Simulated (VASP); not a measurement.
TiI2, 3 atoms in the cell. The structure is trigonal, space group P-3m1 (No. 164). Conventional cell: a = 3.744 Å, b = 3.744 Å, c = 7.151 Å, α = 90.00°, β = 90.00°, γ = 120.00°. Within 3.7 Å of Ti (site symmetry -3m) lie 6 I at 2.79 Å. I (site symmetry 3m) has 3 Ti at 2.79 Å within 3.7 Å. 

| Quantity | Value |
| --- | --- |
| Program | VASP 6.6.1 |
| Task | relaxation of cell and atoms |
| Functional | PBEsol |
| Potentials or basis | VASP PAW PBE potentials, release 64 (Ti_sv, I) |
| Cutoff | 600 eV |
| k mesh | 7 × 7 × 3 |
| Occupations | gaussian, width 0.1 eV |
| Spin | no spin polarisation |
| Dipole correction | no |
| Further INCAR settings | ALGO = Normal; EDIFF = 1e-07; IBRION = 2; EDIFFG = -0.02; NSW = 60; ISIF = 3 |

Potentials or basis: VASP PAW PBE potentials, release 64 (Ti_sv, I).

Launch:

```console
$ cat potpaw_PBE.64/Ti_sv/POTCAR potpaw_PBE.64/I/POTCAR > POTCAR
$ mpirun -np 1 vasp_std > vasp.out
```

Hardware: 1 thread of Intel Xeon 6975P-C (shared host).

**Question.** How long does it take, and how much memory?

**Answer.** Wall time 74 s on 1 thread of Intel Xeon 6975P-C (shared host), peak memory 0.25 GiB. Counts: scf iterations 33, k points 20, ion steps 3.
